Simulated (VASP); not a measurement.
# MgPO5 (P4/nmm) in VASP: single point with r2SCAN

Aim: the single point of MgPO5 with r2SCAN.

All numbers are computed with VASP 6.6.1; they aren't measurements. Logs are shortened: lines on timing, memory, paths and dates and some standing lists are left out, and cuts for length are marked.

## (1) The cell of the first run

It takes space group P4/nmm (No. 129, tetragonal). The conventional cell has a = 6.396 Å, b = 6.396 Å, c = 4.114 Å, α = 90.00°, β = 90.00°, γ = 90.00°. Mg (site symmetry 4mm) has 6 O at 1.74 to 2.37 Å within 2.4 Å. O (site symmetry 4mm) has 2 Mg at 1.74 to 2.37 Å within 2.4 Å. O (site symmetry m) has 1 P at 1.52 Å and 1 Mg at 1.97 Å within 2.0 Å. P (site symmetry -4m2) has 4 O at 1.52 Å within 2.0 Å.

## (2) Single point, r2SCAN

POSCAR reads:

```
MgPO5
1.0
    6.3957910000      0.0000000000      0.0000000000
    0.0000000000      6.3957910000      0.0000000000
    0.0000000000      0.0000000000      4.1141260000
Mg O P
2 10 2
Direct
    0.2500000000      0.2500000000      0.7815000000
    0.7500000000      0.7500000000      0.2185000000
    0.2500000000      0.2500000000      0.2048000000
    0.7500000000      0.7500000000      0.7952000000
    0.7500000000      0.4445000000      0.2869000000
    0.0555000000      0.7500000000      0.2869000000
    0.7500000000      0.0555000000      0.2869000000
    0.4445000000      0.7500000000      0.2869000000
    0.2500000000      0.5555000000      0.7131000000
    0.5555000000      0.2500000000      0.7131000000
    0.2500000000      0.9445000000      0.7131000000
    0.9445000000      0.2500000000      0.7131000000
    0.2500000000      0.7500000000      0.5000000000
    0.7500000000      0.2500000000      0.5000000000
```

INCAR.step1 reads:

```
PREC = Accurate
ENCUT = 520
ISMEAR = -1
SIGMA = 0.0132
LREAL = F
LASPH = T
NELM = 80
NBANDS = 50
GGA = PE
ALGO = Normal
EDIFF = 1E-4
LWAVE = T
LCHARG = F
```

INCAR.step2 reads:

```
PREC = Accurate
ENCUT = 520
EDIFF = 1E-6
ISMEAR = -1
SIGMA = 0.0132
LREAL = F
LASPH = T
NELM = 80
ALGO = Normal
ISIF = 2
LWAVE = F
LCHARG = T
METAGGA = R2SCAN
LMIXTAU = T
LELF = T
LVHAR = T
NBANDS = 50
ISTART = 1
```

KPOINTS reads:

```
regular mesh
0
Gamma
  4 4 6
```

Potentials or basis: VASP PAW PBE potentials, release 64 (Mg, O, P).

On the command line:

```bash
> cat potpaw_PBE.64/Mg/POTCAR potpaw_PBE.64/O/POTCAR potpaw_PBE.64/P/POTCAR > POTCAR
> cp INCAR.step1 INCAR
> mpirun -np 1 vasp_std > vasp.out
> cp INCAR.step2 INCAR
> mpirun -np 1 vasp_std > vasp.out
```

OUTCAR:

```text
PREC = Accurate
   ENCUT = 520
   EDIFF = 1E-6
   ISMEAR = -1
   LREAL = F
   LASPH = T
   NELM = 80
   ISIF = 2
   METAGGA = R2SCAN
   ISTART = 1

 ion  position               nearest neighbor table
   1  0.250  0.250  0.782-   3 1.74   9 1.97  10 1.97  11 1.97  12 1.97   3 2.37
   2  0.750  0.750  0.218-   4 1.74   5 1.97   6 1.97   7 1.97   8 1.97   4 2.37
   3  0.250  0.250  0.205-   1 1.74   1 2.37
   4  0.750  0.750  0.795-   2 1.74   2 2.37
   5  0.750  0.444  0.287-  14 1.52   2 1.97
   6  0.056  0.750  0.287-  13 1.52   2 1.97
   7  0.750  0.056  0.287-  14 1.52   2 1.97
   8  0.444  0.750  0.287-  13 1.52   2 1.97
   9  0.250  0.556  0.713-  13 1.52   1 1.97
  10  0.556  0.250  0.713-  14 1.52   1 1.97
  11  0.250  0.944  0.713-  13 1.52   1 1.97
  12  0.944  0.250  0.713-  14 1.52   1 1.97
  13  0.250  0.750  0.500-   6 1.52   8 1.52   9 1.52  11 1.52
  14  0.750  0.250  0.500-   5 1.52   7 1.52  10 1.52  12 1.52

  LATTYP: Found a simple tetragonal cell.
 ALAT       =     6.3957910000
 C/A-ratio  =     0.6432552283

  Lattice vectors:

 A1 = (   6.3957910000,   0.0000000000,   0.0000000000)
 A2 = (   0.0000000000,   6.3957910000,   0.0000000000)
 A3 = (   0.0000000000,   0.0000000000,   4.1141260000)

Analysis of symmetry for initial positions (statically):
=====================================================================
 Subroutine PRICEL returns:
 Original cell was already a primitive cell.

 Routine SETGRP: Setting up the symmetry group for a
 simple tetragonal supercell.

 Subroutine GETGRP returns: Found 16 space group operations
 (whereof  4 operations were pure point group operations)
 out of a pool of 16 trial point group operations.

The static configuration has the point symmetry C_2h.
 The point group associated with its full space group is D_4h.

Analysis of symmetry for dynamics (positions and initial velocities):
=====================================================================
 Subroutine PRICEL returns:
 Original cell was already a primitive cell.

 Routine SETGRP: Setting up the symmetry group for a
 simple tetragonal supercell.

 Subroutine GETGRP returns: Found 16 space group operations
 (whereof  4 operations were pure point group operations)
 out of a pool of 16 trial point group operations.

The dynamic configuration has the point symmetry C_2h.
 The point group associated with its full space group is D_4h.

 Subroutine INISYM returns: Found 16 space group operations
 (whereof  4 operations are pure point group operations),
 and found     1 'primitive' translations

----------------------------------------------------------------------------------------

                                     Primitive cell

  volume of cell :     168.2930

  direct lattice vectors                    reciprocal lattice vectors
     6.395791000  0.000000000  0.000000000     0.156352826  0.000000000  0.000000000
     0.000000000  6.395791000  0.000000000     0.000000000  0.156352826  0.000000000
     0.000000000  0.000000000  4.114126000     0.000000000  0.000000000  0.243064991

  length of vectors
     6.395791000  6.395791000  4.114126000     0.156352826  0.156352826  0.243064991

  position of ions in fractional coordinates (direct lattice)
     0.250000000  0.250000000  0.781500000
     0.750000000  0.750000000  0.218500000
     0.250000000  0.250000000  0.204800000
     0.750000000  0.750000000  0.795200000
     0.750000000  0.444500000  0.286900000
     0.055500000  0.750000000  0.286900000
     0.750000000  0.055500000  0.286900000
     0.444500000  0.750000000  0.286900000
     0.250000000  0.555500000  0.713100000
     0.555500000  0.250000000  0.713100000
     0.250000000  0.944500000  0.713100000
     0.944500000  0.250000000  0.713100000
     0.250000000  0.750000000  0.500000000
     0.750000000  0.250000000  0.500000000

  ion indices of the primitive-cell ions
   primitive index   ion index
                 1           1
                 2           2
                 3           3
                 4           4
                 5           5
                 6           6
                 7           7
                 8           8
                 9           9
                10          10
                11          11
                12          12
                13          13
                14          14

----------------------------------------------------------------------------------------

 KPOINTS: regular mesh

Automatic generation of k-mesh.
 Grid dimensions read from file:
 generate k-points for:    4    4    6

 Generating k-lattice:

  Cartesian coordinates                     Fractional coordinates (reciprocal lattice)
     0.039088207  0.000000000  0.000000000     0.250000000  0.000000000  0.000000000
     0.000000000  0.039088207  0.000000000     0.000000000  0.250000000  0.000000000
     0.000000000  0.000000000  0.040510832     0.000000000  0.000000000  0.166666667

  Length of vectors
     0.039088207  0.039088207  0.040510832

  Shift w.r.t. Gamma in fractional coordinates (k-lattice)
     0.000000000  0.000000000  0.000000000

 Subroutine IBZKPT returns following result:
 ===========================================

 Found     24 irreducible k-points:

 Following reciprocal coordinates:
            Coordinates               Weight
  0.000000  0.000000  0.000000      1.000000
  0.250000  0.000000  0.000000      4.000000
  0.500000  0.000000  0.000000      2.000000
  0.250000  0.250000  0.000000      4.000000
  0.500000  0.250000  0.000000      4.000000
  0.500000  0.500000  0.000000      1.000000
[... 16 lines left out ...]
  0.500000  0.250000  0.500000      4.000000
  0.500000  0.500000  0.500000      1.000000
   k-points           NKPTS =     24   k-points in BZ     NKDIM =     24   number of bands    NBANDS=     50
   number of dos      NEDOS =    301   number of ions     NIONS =     14
   total plane-waves  NPLWV =  73728
   dimension x,y,z NGX =    48 NGY =   48 NGZ =   32
   dimension x,y,z NGXF=    96 NGYF=   96 NGZF=   64
   ions per type =               2  10   2
   NGX,Y,Z   is equivalent  to a cutoff of  12.48, 12.48, 12.93 a.u.
   NGXF,Y,Z  is equivalent  to a cutoff of  24.95, 24.95, 25.86 a.u.
 SYSTEM =  unknown system
   PREC   = accura    normal or accurate (medium, high low for compatibility)
   ISTART =      1    job   : 0-new  1-cont  2-samecut
   ICHARG =      0    charge: 1-file 2-atom 10-const
   ISPIN  =      1    spin polarized calculation?
   LNONCOLLINEAR =      F non collinear calculations
   LSORBIT =      F    spin-orbit coupling
   LASPH  =      T    aspherical Exc in radial PAW
   ENCUT  =  520.0 eV  38.22 Ry    6.18 a.u.  11.89 11.89  7.65*2*pi/ulx,y,z
   NELM   =     80;   NELMIN=  2; NELMDL=  0     # of ELM steps
   EDIFF  = 0.1E-05   stopping-criterion for ELM
   LREAL  =      F    real-space projection
   EDIFFG = 0.1E-04   stopping-criterion for IOM
   NSW    =      0    number of steps for IOM
   IBRION =     -1    ionic relax: 0-MD 1-quasi-New 2-CG
   NFREE  =      0    steps in history (QN), initial steepest desc. (CG)
   ISIF   =      2    stress and relaxation
   ISYM   =      2    0-nonsym 1-usesym 2-fastsym
   POTIM  = 0.5000    time-step for ionic-motion
   TEBEG  =    0.0;   TEEND  =   0.0 temperature during run
   PSTRESS=    0.0 pullay stress
   NELECT =      74.0000    total number of electrons
   NUPDOWN=      -1.0000    fix difference up-down
   EMIN   =  10.00;   EMAX   =-10.00  energy-range for DOS
   EFERMI =   0.00;   METHOD = LEGACY
   ISMEAR =    -1;   SIGMA  =   0.01  broadening in eV -4-tet -1-fermi 0-gaus
   EFERMI_NEDOS =   21; number of points for ismear=-14 and -15
   IALGO  =     38    algorithm
   IMIX   =      4    mixing-type and parameters
     AMIX     =   0.40;   BMIX     =  1.00
     AMIX_MAG =   1.60;   BMIX_MAG =  1.00
  volume/ion in A,a.u.               =      12.02        81.12
  Fermi-wavevector in a.u.,A,eV,Ry     =   1.244887  2.352496 21.085552  1.549744
  Thomas-Fermi vector in A             =   2.379134
   LORBIT       =      0    0 simple, 1 ext, 2 COOP (PROOUT), +10 PAW based schemes
   METAGGA = R2SCAN    functional components
   LHFCALC =     F    Hartree Fock is set to
   AEXX    =    0.0000 exact exchange contribution
   IVDW    =     0    specifies the selected vdW correction
   LEPSILON=     F    determine dielectric tensor
   LRPA    =     F    only Hartree local field effects (RPA)
 non-spin polarized calculation
  energy-cutoff  :      520.00
  volume of cell :      168.29
 maximum number of plane-waves:      4552
 NGX is ok and might be reduce to    48
   NGX = 23   NGY = 23   NGZ = 15

 number of electron      73.9999966 magnetization

 Free energy of the ion-electron system (eV)
  ---------------------------------------------------
  ext. energy  EPLUGINS =         0.00000000
  ---------------------------------------------------
  free energy    TOTEN  =      -104.67875219 eV

  energy without entropy =     -104.66194816  energy(sigma->0) =     -104.67035018

 E-fermi :  -0.5513     XC(G=0): -10.0256

 val. band max:       -0.5588569575   @ k =   0.5000   0.0000   0.5000
 cond. band min:      -0.5468117417   @ k =   0.2500   0.2500   0.1667
 fundamental gap:      0.0120452157
 Fermi energy:        -0.5512983067

 k-point     1 :       0.0000    0.0000    0.0000
  band No.  band energies     occupation
      1     -22.0543      2.00000
      2     -21.8443      2.00000
      3     -19.3102      2.00000
      4     -19.3102      2.00000
      5     -19.2843      2.00000
      6     -19.2485      2.00000
[... 41 lines left out ...]
     48      11.5529      0.00000
     49      12.1026      0.00000
[... 1194 lines left out ...]
     48      11.8264      0.00000
     49      12.3800      0.00000
 [bands above 49 left out]

------------------------ aborting loop because EDIFF is reached ----------------------------------------

  FORCE on cell =-STRESS in cart. coord.  units (eV):
  Direction    XX          YY          ZZ          XY          YZ          ZX
  --------------------------------------------------------------------------------------
  -------------------------------------------------------------------------------------
  Total        2.9961280      2.9961280      9.7312639     -0.0000000      0.0000000     -0.0000000
  in kB       28.5236328     28.5236328     92.6432363     -0.0000000      0.0000000     -0.0000000
  external PRESSURE =      49.8968340 kB  Pullay stress =       0.0000000 kB

 VOLUME and BASIS-vectors are now :
 -----------------------------------------------------------------------------
  energy-cutoff  :      520.00
  volume of cell :      168.29
      direct lattice vectors                 reciprocal lattice vectors
     6.395791000  0.000000000  0.000000000     0.156352826  0.000000000  0.000000000
     0.000000000  6.395791000  0.000000000     0.000000000  0.156352826  0.000000000
     0.000000000  0.000000000  4.114126000     0.000000000  0.000000000  0.243064991

 POSITION                                       TOTAL-FORCE (eV/Angst)
 -----------------------------------------------------------------------------------
      1.59895      1.59895      3.21519        -0.000000      0.000000     -4.428294
      4.79684      4.79684      0.89894        -0.000000     -0.000000      4.428294
      1.59895      1.59895      0.84257        -0.000000     -0.000000      4.857297
      4.79684      4.79684      3.27155        -0.000000     -0.000000     -4.857297
      4.79684      2.84293      1.18034        -0.000000     -0.195812      0.217401
      0.35497      4.79684      1.18034         0.195812      0.000000      0.217401
      4.79684      0.35497      1.18034        -0.000000      0.195812      0.217401
      2.84293      4.79684      1.18034        -0.195812      0.000000      0.217401
      1.59895      3.55286      2.93378        -0.000000      0.195812     -0.217401
      3.55286      1.59895      2.93378         0.195812      0.000000     -0.217401
      1.59895      6.04082      2.93378        -0.000000     -0.195812     -0.217401
      6.04082      1.59895      2.93378        -0.195812      0.000000     -0.217401
      1.59895      4.79684      2.05706        -0.000000      0.000000     -0.000000
      4.79684      1.59895      2.05706        -0.000000     -0.000000     -0.000000
 -----------------------------------------------------------------------------------
    total drift:                                0.000000      0.000000     -0.000000

  FREE ENERGIE OF THE ION-ELECTRON SYSTEM (eV)
  ---------------------------------------------------
  free  energy   TOTEN  =      -104.6787521876 eV

  energy  without entropy=     -104.6619481647  energy(sigma->0) =     -104.67035018
```

It took 13 min on 1 thread of Intel Xeon Platinum 8259CL at 2.50GHz (Skylake/Cascade Lake), shared host; peak memory 0.38 GiB.

Results:

| Quantity | Value |
| --- | --- |
| Free energy | -104.6788 eV |
| Pressure | 5.0 GPa |
| Largest force | 4.857 eV/Å |
| Band gap on the k mesh | zero (bands 37 and 38 overlap by 0.41 eV) |

Forces in eV/Å, atoms in the order of the input:
```
Mg   0.000  0.000 -4.428
Mg   0.000  0.000  4.428
O    0.000  0.000  4.857
O    0.000  0.000 -4.857
O    0.000 -0.196  0.217
O    0.196  0.000  0.217
O    0.000  0.196  0.217
O   -0.196  0.000  0.217
O    0.000  0.196 -0.217
O    0.196  0.000 -0.217
O    0.000 -0.196 -0.217
O   -0.196  0.000 -0.217
P    0.000  0.000  0.000
P    0.000  0.000  0.000
```

Caveat: the stress differs along the axes, from 3 to 9 GPa; the PAW data sets were made with another functional, which shifts forces and pressure a little.
